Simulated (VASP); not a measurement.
# Cd8S9 (a cell with a defect) in VASP: notebook

Runs on Cd8S9 (a cell with a defect). Level: PBE+D3(BJ). Tasks: single point.

Program: VASP 6.6.1. These are calculated values, not measurements. Logs are shortened: lines on timing, memory, paths and dates and some standing lists are left out, and cuts for length are marked.

## Step 1: The cell of the first run

The cell holds a defect, 17 atoms: a = 8.270 Å, b = 7.162 Å, c = 6.749 Å, α = 90.00°, β = 90.00°, γ = 90.00°.

## Step 2: Single point, PBE+D3(BJ)

Contents of INCAR:

```
SYSTEM = Cd8S9
ALGO = Normal
EDIFF = 1E-7
ENCUT = 520
GGA = PE
ISIF = 2
ISMEAR = -1
IVDW = 12
LASPH = .True.
LCHARG = .False.
LREAL = Auto
LWAVE = .False.
NBANDS = 89
NELM = 80
PREC = Accurate
SIGMA = 0.05
```

Contents of KPOINTS:

```
k-points
0
Gamma
  2 2 2
  0 0 0
```

Contents of POSCAR:

```
Cd8S9
1.0
   -4.1348000000     -7.1616840000      0.0000000000
    6.2022000000     -3.5808420000      0.0000000000
    0.0000000000      0.0000000000      6.7490000000
Cd S
8 9
Direct
    0.5159662509      0.3354186881      0.0093428063
    0.4545517968      0.6814585297      0.5099940075
    0.2488495041      0.8226350491      0.0345072610
    0.2358960841      0.1922766537      0.5148418142
    0.0366451771      0.2810550598      0.0157598020
   -0.0593346965      0.6891462002      0.4343663348
    0.7143797027      0.8633309686     -0.0086114781
    0.7348739187      0.1896503186      0.5049969102
    0.4837782787      0.3533910832      0.3799909609
    0.4864364185      0.6579546587      0.8769996385
    0.2057320954      0.8551470218      0.3933442263
    0.2865447320      0.1330948601      0.8766104911
   -0.0133417795      0.3429400959      0.3710327932
    0.1085201032      0.5796243595      0.8347048994
    0.6888493755      0.8680846100      0.3576919727
    0.7663204718      0.1808590274      0.8746331264
    0.8610470668      0.6241230155      0.7914450334
```

Potentials or basis: VASP PAW PBE potentials, release 64 (Cd, S).

On the command line:

```bash
> cat potpaw_PBE.64/Cd/POTCAR potpaw_PBE.64/S/POTCAR > POTCAR
> mpirun -np 1 vasp_std > vasp.out
```

OUTCAR:

```text
SYSTEM = Cd8S9
   EDIFF = 1E-7
   ENCUT = 520
   GGA = PE
   ISIF = 2
   ISMEAR = -1
   IVDW = 12
   LASPH = .True.
   LREAL = Auto
   NELM = 80
   PREC = Accurate
 IVDW          = 12

 ion  position               nearest neighbor table
   1  0.516  0.335  0.009-  10 2.49  16 2.52   9 2.52  12 2.55   7 3.76
   2  0.455  0.681  0.510-  10 2.50   9 2.52  11 2.53  15 2.57   3 3.77
   3  0.249  0.823  0.035-  11 2.46  12 2.49  14 2.49  10 2.53   5 3.72   2 3.77
   4  0.236  0.192  0.515-  12 2.51  13 2.52   9 2.52  11 2.56
   5  0.037  0.281  0.016-  13 2.47  12 2.51  14 2.53  16 2.53  17 3.23   3 3.72
   6  0.941  0.689  0.434-  15 2.50  11 2.51  17 2.54  13 2.54  14 3.14   7 3.74
   7  0.714  0.863  0.991-  16 2.44  15 2.48  17 2.50  10 2.51   6 3.74   1 3.76
   8  0.735  0.190  0.505-  16 2.51  13 2.52   9 2.53  15 2.54
   9  0.484  0.353  0.380-   1 2.52   2 2.52   4 2.52   8 2.53
  10  0.486  0.658  0.877-   1 2.49   2 2.50   7 2.51   3 2.53
  11  0.206  0.855  0.393-   3 2.46   6 2.51   2 2.53   4 2.56
  12  0.287  0.133  0.877-   3 2.49   5 2.51   4 2.51   1 2.55
  13  0.987  0.343  0.371-   5 2.47   4 2.52   8 2.52   6 2.54
  14  0.109  0.580  0.835-  17 2.09   3 2.49   5 2.53   6 3.14
  15  0.689  0.868  0.358-   7 2.48   6 2.50   8 2.54   2 2.57
  16  0.766  0.181  0.875-   7 2.44   8 2.51   1 2.52   5 2.53
  17  0.861  0.624  0.791-  14 2.09   7 2.50   6 2.54   5 3.23

  LATTYP: Found a simple orthorhombic cell.
 ALAT       =     6.7490000000
 B/A-ratio  =     1.0611473936
 C/A-ratio  =     1.2253074941

  Lattice vectors:

 A1 = (   0.0000000000,   0.0000000000,  -6.7490000000)
 A2 = (   6.2022000000,  -3.5808420000,   0.0000000000)
 A3 = (  -4.1348000000,  -7.1616840000,   0.0000000000)

Analysis of symmetry for initial positions (statically):
=====================================================================
 Subroutine PRICEL returns:
 Original cell was already a primitive cell.

 Routine SETGRP: Setting up the symmetry group for a
 simple orthorhombic supercell.

 Subroutine GETGRP returns: Found  1 space group operations
 (whereof  1 operations were pure point group operations)
 out of a pool of  8 trial point group operations.

The static configuration has the point symmetry C_1 .

Analysis of symmetry for dynamics (positions and initial velocities):
=====================================================================
 Subroutine PRICEL returns:
 Original cell was already a primitive cell.

 Routine SETGRP: Setting up the symmetry group for a
 simple orthorhombic supercell.

 Subroutine GETGRP returns: Found  1 space group operations
 (whereof  1 operations were pure point group operations)
 out of a pool of  8 trial point group operations.

The dynamic configuration has the point symmetry C_1 .

 Subroutine INISYM returns: Found  1 space group operations
 (whereof  1 operations are pure point group operations),
 and found     1 'primitive' translations

----------------------------------------------------------------------------------------

                                     Primitive cell

  volume of cell :     399.7045

  direct lattice vectors                    reciprocal lattice vectors
    -4.134800000 -7.161684000  0.000000000    -0.060462417 -0.104723973  0.000000000
     6.202200000 -3.580842000  0.000000000     0.120924833 -0.069815982  0.000000000
     0.000000000  0.000000000  6.749000000     0.000000000  0.000000000  0.148170099

  length of vectors
     8.269600278  7.161683759  6.749000000     0.120924829  0.139631968  0.148170099

  position of ions in fractional coordinates (direct lattice)
     0.515966251  0.335418688  0.009342806
     0.454551797  0.681458530  0.509994007
     0.248849504  0.822635049  0.034507261
     0.235896084  0.192276654  0.514841814
     0.036645177  0.281055060  0.015759802
     0.940665303  0.689146200  0.434366335
[... 9 lines left out ...]
     0.766320472  0.180859027  0.874633126
     0.861047067  0.624123015  0.791445033

  ion indices of the primitive-cell ions
   primitive index   ion index
                 1           1
                 2           2
                 3           3
                 4           4
                 5           5
                 6           6
[... 9 lines left out ...]
                16          16
                17          17

----------------------------------------------------------------------------------------

 KPOINTS: k-points

Automatic generation of k-mesh.
 Grid dimensions read from file:
 generate k-points for:    2    2    2

 Generating k-lattice:

  Cartesian coordinates                     Fractional coordinates (reciprocal lattice)
    -0.030231208 -0.052361986  0.000000000     0.500000000  0.000000000  0.000000000
     0.060462417 -0.034907991  0.000000000    -0.000000000  0.500000000  0.000000000
     0.000000000  0.000000000  0.074085050     0.000000000  0.000000000  0.500000000

  Length of vectors
     0.060462415  0.069815984  0.074085050

  Shift w.r.t. Gamma in fractional coordinates (k-lattice)
     0.000000000  0.000000000  0.000000000

 Subroutine IBZKPT returns following result:
 ===========================================

 Found      8 irreducible k-points:

 Following reciprocal coordinates:
            Coordinates               Weight
  0.000000  0.000000  0.000000      1.000000
  0.500000 -0.000000  0.000000      1.000000
 -0.000000  0.500000  0.000000      1.000000
  0.500000  0.500000  0.000000      1.000000
  0.000000  0.000000  0.500000      1.000000
  0.500000 -0.000000  0.500000      1.000000
 -0.000000  0.500000  0.500000      1.000000
  0.500000  0.500000  0.500000      1.000000
   k-points           NKPTS =      8   k-points in BZ     NKDIM =      8   number of bands    NBANDS=     89
   number of dos      NEDOS =    301   number of ions     NIONS =     17
   total plane-waves  NPLWV = 172800
   dimension x,y,z NGX =    64 NGY =   54 NGZ =   50
   dimension x,y,z NGXF=   128 NGYF=  108 NGZF=  100
   ions per type =               8   9
   NGX,Y,Z   is equivalent  to a cutoff of  12.87, 12.54, 12.32 a.u.
   NGXF,Y,Z  is equivalent  to a cutoff of  25.73, 25.07, 24.63 a.u.
 SYSTEM =  Cd8S9
   PREC   = accura    normal or accurate (medium, high low for compatibility)
   ISTART =      0    job   : 0-new  1-cont  2-samecut
   ICHARG =      2    charge: 1-file 2-atom 10-const
   ISPIN  =      1    spin polarized calculation?
   LNONCOLLINEAR =      F non collinear calculations
   LSORBIT =      F    spin-orbit coupling
   LASPH  =      T    aspherical Exc in radial PAW
   ENCUT  =  520.0 eV  38.22 Ry    6.18 a.u.  15.38 13.32 12.55*2*pi/ulx,y,z
   NELM   =     80;   NELMIN=  2; NELMDL= -5     # of ELM steps
   EDIFF  = 0.1E-06   stopping-criterion for ELM
   LREAL  =      T    real-space projection
   EDIFFG = 0.1E-05   stopping-criterion for IOM
   NSW    =      0    number of steps for IOM
   IBRION =     -1    ionic relax: 0-MD 1-quasi-New 2-CG
   NFREE  =      0    steps in history (QN), initial steepest desc. (CG)
   ISIF   =      2    stress and relaxation
   ISYM   =      2    0-nonsym 1-usesym 2-fastsym
   POTIM  = 0.5000    time-step for ionic-motion
   TEBEG  =    0.0;   TEEND  =   0.0 temperature during run
   PSTRESS=    0.0 pullay stress
   NELECT =     150.0000    total number of electrons
   NUPDOWN=      -1.0000    fix difference up-down
   EMIN   =  10.00;   EMAX   =-10.00  energy-range for DOS
   EFERMI =   0.00;   METHOD = LEGACY
   ISMEAR =    -1;   SIGMA  =   0.05  broadening in eV -4-tet -1-fermi 0-gaus
   EFERMI_NEDOS =   21; number of points for ismear=-14 and -15
   IALGO  =     38    algorithm
   IMIX   =      4    mixing-type and parameters
     AMIX     =   0.40;   BMIX     =  1.00
     AMIX_MAG =   1.60;   BMIX_MAG =  1.00
  volume/ion in A,a.u.               =      23.51       158.67
  Fermi-wavevector in a.u.,A,eV,Ry     =   1.180843  2.231470 18.971836  1.394391
  Thomas-Fermi vector in A             =   2.317128
   LORBIT       =      0    0 simple, 1 ext, 2 COOP (PROOUT), +10 PAW based schemes
   GGA     = PE    functional components
   LHFCALC =     F    Hartree Fock is set to
   AEXX    =    0.0000 exact exchange contribution
   IVDW    =    12    specifies the selected vdW correction
   LEPSILON=     F    determine dielectric tensor
   LRPA    =     F    only Hartree local field effects (RPA)
 non-spin polarized calculation
  energy-cutoff  :      520.00
  volume of cell :      399.70
 maximum number of plane-waves:     10818
 NGX is ok and might be reduce to    64
   NGX = 31   NGY = 27   NGZ = 25

 number of electron     149.9999998 magnetization

 Free energy of the ion-electron system (eV)
  ---------------------------------------------------
  ext. energy  EPLUGINS =         0.00000000
  ---------------------------------------------------
  free energy    TOTEN  =       -51.10762900 eV

  energy without entropy =      -51.10727788  energy(sigma->0) =      -51.10745344

 E-fermi :   2.6813     XC(G=0):  -9.3909

 val. band max:        2.3458011187   @ k =   0.0000   0.0000   0.0000
 cond. band min:       2.9971667451   @ k =   0.0000   0.0000   0.0000
 fundamental gap:      0.6513656264
 Fermi energy:         2.6812588837

 k-point     1 :       0.0000    0.0000    0.0000
  band No.  band energies     occupation
      1     -12.1634      2.00000
      2     -10.6638      2.00000
      3     -10.3797      2.00000
      4     -10.3107      2.00000
      5     -10.2773      2.00000
      6     -10.2243      2.00000
[... 79 lines left out ...]
     86       7.0324      0.00000
     87       7.3248      0.00000

 k-point     2 :       0.5000   -0.0000    0.0000
  band No.  band energies     occupation
      1     -12.1450      2.00000
      2     -10.6381      2.00000
      3     -10.5041      2.00000
      4     -10.2729      2.00000
      5     -10.2504      2.00000
      6     -10.2084      2.00000
[... 529 lines left out ...]
     86       6.6981      0.00000
     87       6.9815      0.00000

 k-point     8 :       0.5000    0.5000    0.5000
  band No.  band energies     occupation
      1     -12.1249      2.00000
      2     -10.3852      2.00000
      3     -10.3502      2.00000
      4     -10.3403      2.00000
      5     -10.2959      2.00000
      6     -10.2849      2.00000
[... 79 lines left out ...]
     86       6.8337      0.00000
     87       7.0124      0.00000
 [bands above 87 left out]

------------------------ aborting loop because EDIFF is reached ----------------------------------------

 Edisp (eV)   -5.46013

 E8    (eV) :    -2.2161

  FORCE on cell =-STRESS in cart. coord.  units (eV):
  Direction    XX          YY          ZZ          XY          YZ          ZX
  --------------------------------------------------------------------------------------
  -------------------------------------------------------------------------------------
  Total       9.68133     6.72866     7.37642    -0.48633    -0.49436    -1.53892
  in kB      38.80668    26.97121    29.56768    -1.94941    -1.98158    -6.16863
  external pressure =       31.78 kB  Pullay stress =        0.00 kB

 VOLUME and BASIS-vectors are now :
 -----------------------------------------------------------------------------
  energy-cutoff  :      520.00
  volume of cell :      399.70
      direct lattice vectors                 reciprocal lattice vectors
    -4.134800000 -7.161684000  0.000000000    -0.060462417 -0.104723973  0.000000000
     6.202200000 -3.580842000  0.000000000     0.120924833 -0.069815982  0.000000000
     0.000000000  0.000000000  6.749000000     0.000000000  0.000000000  0.148170099

 POSITION                                       TOTAL-FORCE (eV/Angst)
 -----------------------------------------------------------------------------------
     -0.05308     -4.89627      0.06305         0.000633      0.002108      0.010232
      2.34706     -5.69555      3.44195        -0.006526     -0.004294     -0.012875
      4.07320     -4.72791      0.23289        -0.016717     -0.014822      0.024930
      0.21716     -2.37793      3.47467         0.012930     -0.010544      0.007820
      1.59164     -1.26885      0.10636        -0.011611      0.002309      0.025896
      0.38476     -9.20447      2.93154         0.027875      0.026223     -0.019425
[... 9 lines left out ...]
     -2.04686     -6.13577      5.90290         0.007822     -0.006939      0.001909
      0.31068     -8.40143      5.34146        -0.106338     -0.068652      0.009276
 -----------------------------------------------------------------------------------
    total drift:                               -0.000307     -0.005883      0.004872

  FREE ENERGIE OF THE ION-ELECTRON SYSTEM (eV)
  ---------------------------------------------------
  free  energy   TOTEN  =       -56.5677621022 eV

  energy  without entropy=      -56.5674109796  energy(sigma->0) =      -56.56758654
```

It took 7.5 min on 1 thread of Intel Xeon Platinum 8259CL at 2.50GHz (Skylake/Cascade Lake), shared host; peak memory 0.49 GiB.

Results:

- Free energy: -56.5678 eV
- Pressure: 3.2 GPa
- Largest force: 0.127 eV/Å
- Band gap on the k mesh: 0.65 eV
- Dispersion energy per atom: -0.321 eV

Forces on the atoms (eV/Å):
```
Cd   0.001  0.002  0.010
Cd  -0.007 -0.004 -0.013
Cd  -0.017 -0.015  0.025
Cd   0.013 -0.011  0.008
Cd  -0.012  0.002  0.026
Cd   0.028  0.026 -0.019
Cd   0.006 -0.004  0.028
Cd  -0.016  0.003  0.000
S   -0.004 -0.002 -0.007
S    0.005 -0.009 -0.010
S    0.010  0.014  0.006
S   -0.021 -0.008 -0.012
S    0.014  0.001 -0.005
S    0.078  0.078 -0.061
S    0.020  0.002  0.013
S    0.008 -0.007  0.002
S   -0.106 -0.069  0.009
```

Caveat: the k points lie up to 0.47 Å⁻¹ apart.

(Part 1 of 2 ends here.)
